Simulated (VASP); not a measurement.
Crystal: BaZr2O5.

```xyz
8
Lattice="3.9434 0.0026 -0.0118 0.0026 3.9881 -0.0439 -0.0265 -0.0990 8.9317" Properties=species:S:1:pos:R:3 pbc="T T T"
Ba   -0.0471   -0.1146    0.0310
Zr    1.9903    1.9571    2.4851
Zr    2.0295    2.0255    6.3537
O     0.0326    1.9281    1.8214
O     1.9733   -0.0301    1.9153
O    -0.0193    1.9517    7.0899
O     1.8654    0.0024    7.0098
O     1.9473    1.9098    4.4156
```

| Item | Value |
| --- | --- |
| Program | VASP 6.6.1 |
| Task | relaxation of cell and atoms |
| Functional | PBE |
| Potentials or basis | VASP PAW PBE potentials, release 64 (Ba_sv, Zr_sv, O) |
| Cutoff | 600 eV |
| k mesh | 4 × 4 × 2 |
| Occupations | gaussian, width 0.1 eV |
| Spin | no spin polarisation |

At the start: pressure 2.8 GPa; volume 17.56 Å³/atom.

Where does the relaxation end?

Over 21 steps the energy falls by 26.8 meV/atom and the volume is 17.82 Å³/atom (+1.5 %); space group P1 (No. 1, to 0.1 Å) before, P4/mmm (No. 123, to 0.1 Å).

The path:
```tsv
step	energy change (eV)	largest force (eV/Å)	pressure (GPa)	volume (Å³)
1	0.0000	1.0084	2.76	140.45
2	-0.0946	0.5421	-3.18	146.67
3	-0.1015	0.5778	-2.04	145.33
4	-0.1810	0.3420	-0.70	143.59
5	-0.1903	0.5671	0.01	142.75
6	-0.1937	0.6999	0.37	142.17
7	-0.2006	0.2358	0.18	142.44
8	-0.2082	0.0815	-0.04	142.65
9	-0.2085	0.0742	-0.09	142.70
10	-0.2096	0.0632	0.08	142.52
11	-0.2103	0.0887	0.34	142.24
12	-0.2108	0.0744	0.26	142.33
13	-0.2116	0.0833	0.02	142.60
14	-0.2120	0.0568	-0.05	142.67
15	-0.2124	0.0855	-0.18	142.81
16	-0.2127	0.0765	-0.15	142.78
17	-0.2134	0.0467	-0.07	142.68
18	-0.2132	0.0925	0.10	142.48
19	-0.2135	0.0473	0.00	142.60
20	-0.2137	0.0361	0.02	142.58
21	-0.2140	0.0220	0.08	142.52
```

Final structure:
```
Ba Zr O
1.0
     3.97841   -0.00011   -0.00344
    -0.00002    3.97754    0.00699
    -0.00763    0.01584    9.00652
Ba Zr O
1 2 5
Direct
  0.99993 0.99965 0.00007
  0.50112 0.49737 0.28245
  0.49911 0.50292 0.71763
  0.00117 0.49720 0.20728
  0.50111 0.99725 0.20683
  0.99886 0.50278 0.79262
  0.49870 0.00279 0.79313
  0.49999 0.50002 0.49999
```
